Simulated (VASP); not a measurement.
# Ta2N (P-3m1) in VASP: notebook, part 2 of 2

VASP 6.6.1.

## (3) Single point, LDA (12.96 Å³/atom)

The input, INCAR:

```
PREC     = Accurate       # precision mode
ENCUT    = 700            # plane-wave cutoff, eV
EDIFF    = 1E-6           # SCF threshold, eV
ISMEAR   = 0              # smearing method
SIGMA    = 0.15           # smearing width, eV
LREAL    = False          # projectors in reciprocal space
LASPH    = True           # aspherical terms in the spheres
NELM     = 120            # most SCF steps
ALGO     = Normal         # electronic algorithm
ISIF     = 2              # what is computed and relaxed
LWAVE    = False          # write WAVECAR
LCHARG   = False          # write CHGCAR
GGA      = CA             # functional
NBANDS   = 22             # bands
GGA_COMPAT= False
```

The input, KPOINTS:

```
Automatic mesh
0
Gamma
  18 18 10
```

The input, POSCAR:

```
Ta2N
1.0
    3.0077926520      0.0000000000      0.0000000000
   -1.5038963260      2.6048248459      0.0000000000
    0.0000000000      0.0000000000      4.9607524209
Ta N
2 1
Direct
    0.6666666667      0.3333333333      0.7466885012
    0.3333333333      0.6666666667      0.2533114988
    0.0000000000      0.0000000000      0.0000000000
```

Potentials or basis: VASP PAW LDA potentials, release 64 (Ta_sv_GW, N).

Started as:

```bash
$ cat potpaw_LDA.64/Ta_sv_GW/POTCAR potpaw_LDA.64/N/POTCAR > POTCAR
$ mpirun -np 1 vasp_std > vasp.out
```

OUTCAR:

```text
PREC = Accurate
   ENCUT = 700
   EDIFF = 1E-6
   ISMEAR = 0
   LREAL = False
   LASPH = True
   NELM = 120
   ISIF = 2
   GGA = CA

 ion  position               nearest neighbor table
   1  0.667  0.333  0.747-   3 2.14   3 2.14   3 2.14   2 3.00   2 3.00   2 3.00   2 3.05   2 3.05
                             2 3.05
   2  0.333  0.667  0.253-   3 2.14   3 2.14   3 2.14   1 3.00   1 3.00   1 3.00   1 3.05   1 3.05
                             1 3.05
   3  0.000  0.000  0.000-   1 2.14   2 2.14   2 2.14   1 2.14   1 2.14   2 2.14

  LATTYP: Found a hexagonal cell.
 ALAT       =     3.0077926520
 C/A-ratio  =     1.6493000000

  Lattice vectors:

 A1 = (   3.0077926520,   0.0000000000,   0.0000000000)
 A2 = (  -1.5038963260,   2.6048248459,   0.0000000000)
 A3 = (   0.0000000000,   0.0000000000,   4.9607524209)

Analysis of symmetry for initial positions (statically):
=====================================================================
 Subroutine PRICEL returns:
 Original cell was already a primitive cell.

 Routine SETGRP: Setting up the symmetry group for a
 hexagonal supercell.

 Subroutine GETGRP returns: Found 12 space group operations
 (whereof 12 operations were pure point group operations)
 out of a pool of 24 trial point group operations.

The static configuration has the point symmetry D_3d.

Analysis of symmetry for dynamics (positions and initial velocities):
=====================================================================
 Subroutine PRICEL returns:
 Original cell was already a primitive cell.

 Routine SETGRP: Setting up the symmetry group for a
 hexagonal supercell.

 Subroutine GETGRP returns: Found 12 space group operations
 (whereof 12 operations were pure point group operations)
 out of a pool of 24 trial point group operations.

The dynamic configuration has the point symmetry D_3d.

 Subroutine INISYM returns: Found 12 space group operations
 (whereof 12 operations are pure point group operations),
[... 115 lines left out ...]
   IALGO  =     38    algorithm
   IMIX   =      4    mixing-type and parameters
     AMIX     =   0.40;   BMIX     =  1.00
     AMIX_MAG =   1.60;   BMIX_MAG =  1.00
  volume/ion in A,a.u.               =      12.96        87.43
  Fermi-wavevector in a.u.,A,eV,Ry     =   1.518229  2.869038 31.361709  2.305021
  Thomas-Fermi vector in A             =   2.627378
   LORBIT       =      0    0 simple, 1 ext, 2 COOP (PROOUT), +10 PAW based schemes
   GGA     = CA    functional components
   LHFCALC =     F    Hartree Fock is set to
   AEXX    =    0.0000 exact exchange contribution
   IVDW    =     0    specifies the selected vdW correction
   LEPSILON=     F    determine dielectric tensor
   LRPA    =     F    only Hartree local field effects (RPA)
 non-spin polarized calculation
 Gauss-broadening in eV      SIGMA  =   0.15
  energy-cutoff  :      700.00
  volume of cell :       38.87
 maximum number of plane-waves:      1677
 NGX is ok and might be reduce to    28
   NGX = 13   NGY = 13   NGZ = 21

 number of electron      31.0000001 magnetization

 Free energy of the ion-electron system (eV)
  ---------------------------------------------------
  ext. energy  EPLUGINS =         0.00000000
  ---------------------------------------------------
  free energy    TOTEN  =       -42.61303654 eV

  energy without entropy =      -42.59979844  energy(sigma->0) =      -42.60641749

 E-fermi :  12.2177     XC(G=0): -13.7453

 val. band max:       12.2093650128   @ k =   0.2222   0.1111   0.3000
 cond. band min:      12.2188825791   @ k =   0.1667   0.1667   0.1000
 fundamental gap:      0.0095175662
 Fermi energy:        12.2176704509

 k-point     1 :       0.0000    0.0000    0.0000
  band No.  band energies     occupation
      1     -55.9064      2.00000
      2     -55.8264      2.00000
      3     -23.2465      2.00000
      4     -22.3056      2.00000
      5     -22.3056      2.00000
      6     -22.1955      2.00000
[... 589 lines left out ...]
     21      17.1709      0.00000
     22      17.5177      0.00000

 [... further k-points ...]

------------------------ aborting loop because EDIFF is reached ----------------------------------------

  FORCE on cell =-STRESS in cart. coord.  units (eV):
  Direction    XX          YY          ZZ          XY          YZ          ZX
  --------------------------------------------------------------------------------------
  -------------------------------------------------------------------------------------
  Total        1.2204250      1.2204250     -1.5715557      0.0000000      0.0000000      0.0000000
  in kB       50.3092322     50.3092322    -64.7837974      0.0000000      0.0000000      0.0000000
  external PRESSURE =      11.9448890 kB  Pullay stress =       0.0000000 kB

 VOLUME and BASIS-vectors are now :
 -----------------------------------------------------------------------------
  energy-cutoff  :      700.00
  volume of cell :       38.87
      direct lattice vectors                 reciprocal lattice vectors
     3.007792652  0.000000000  0.000000000     0.332469726  0.191951486  0.000000000
    -1.503896326  2.604824846  0.000000000     0.000000000  0.383902972  0.000000000
     0.000000000  0.000000000  4.960752421     0.000000000  0.000000000  0.201582324

 POSITION                                       TOTAL-FORCE (eV/Angst)
 -----------------------------------------------------------------------------------
      1.50390      0.86827      3.70414        -0.000000     -0.000000     -0.456868
     -0.00000      1.73655      1.25662         0.000000      0.000000      0.456868
      0.00000      0.00000      0.00000        -0.000000      0.000000      0.000000
 -----------------------------------------------------------------------------------
    total drift:                               -0.000000      0.000000      0.000000

  FREE ENERGIE OF THE ION-ELECTRON SYSTEM (eV)
  ---------------------------------------------------
  free  energy   TOTEN  =       -42.6130365404 eV

  energy  without entropy=      -42.5997984407  energy(sigma->0) =      -42.60641749
```

OSZICAR:

```text
N       E                     dE             d eps       ncg     rms          rms(c)
DAV:   1     0.297259026897E+03    0.29726E+03   -0.22402E+04 14544   0.177E+03
DAV:   2    -0.281338451309E+02   -0.32539E+03   -0.31196E+03 18430   0.425E+02
DAV:   3    -0.469313366392E+02   -0.18797E+02   -0.18552E+02 19610   0.984E+01
DAV:   4    -0.474507088131E+02   -0.51937E+00   -0.51890E+00 18326   0.143E+01
DAV:   5    -0.474569669827E+02   -0.62582E-02   -0.62564E-02 20224   0.151E+00    0.940E+01
DAV:   6    -0.431108669887E+02    0.43461E+01   -0.19106E+01 16584   0.247E+01    0.756E+01
DAV:   7    -0.430063201490E+02    0.10455E+00   -0.63401E+00 15048   0.151E+01    0.375E+00
DAV:   8    -0.426183855177E+02    0.38793E+00   -0.15839E+00 16256   0.735E+00    0.545E+00
DAV:   9    -0.426137722625E+02    0.46133E-02   -0.12876E-01 17070   0.241E+00    0.377E+00
DAV:  10    -0.426135418949E+02    0.23037E-03   -0.30750E-03 17044   0.382E-01    0.301E+00
DAV:  11    -0.426134297502E+02    0.11214E-03   -0.70572E-04 17654   0.226E-01    0.106E+00
DAV:  12    -0.426130856143E+02    0.34414E-03   -0.27971E-03 16386   0.415E-01    0.219E+00
DAV:  13    -0.426130438225E+02    0.41792E-04   -0.13607E-04 16494   0.762E-02    0.104E+00
DAV:  14    -0.426130384622E+02    0.53603E-05   -0.17768E-05 18338   0.263E-02    0.370E-01
DAV:  15    -0.426130365405E+02    0.19217E-05   -0.78008E-06 14078   0.185E-02    0.181E-01
DAV:  16    -0.426130365404E+02    0.39563E-10   -0.47340E-07  8202   0.520E-03
   1 F= -.42613037E+02 E0= -.42606417E+02  d E =-.132381E-01
```

stdout:

```text
POSCAR found type information on POSCAR TaN
 POSCAR found :  2 types and       3 ions
 scaLAPACK will be used
 LDA part: xc-table for (Slater(with rela. corr.)+CA(PZ))
 , standard interpolation
 POSCAR, INCAR and KPOINTS ok, starting setup
 FFT: planning ... GRIDC
 FFT: planning ... GRID_SOFT
 FFT: planning ... GRID
 WAVECAR not read
 entering main loop
```

Run time: 4.9 min. Hardware: 1 thread of Intel Xeon Platinum 8488C (Sapphire Rapids), shared host; peak memory 0.5 GiB.

What came out:

| Property | Result |
| --- | --- |
| Free energy | -42.6130 eV |
| Pressure | 1.2 GPa |
| Largest force | 0.457 eV/Å |
| Band gap on the k mesh | zero (an odd number of electrons rules out a gap without spin polarisation) |

Forces in eV/Å, atoms in the order of the input:
```
Ta   0.000  0.000 -0.457
Ta   0.000  0.000  0.457
N    0.000  0.000  0.000
```

Caveat: the stress differs along the axes, from -6 to 5 GPa; spin-orbit coupling is left out, which moves the levels of the heavy elements.
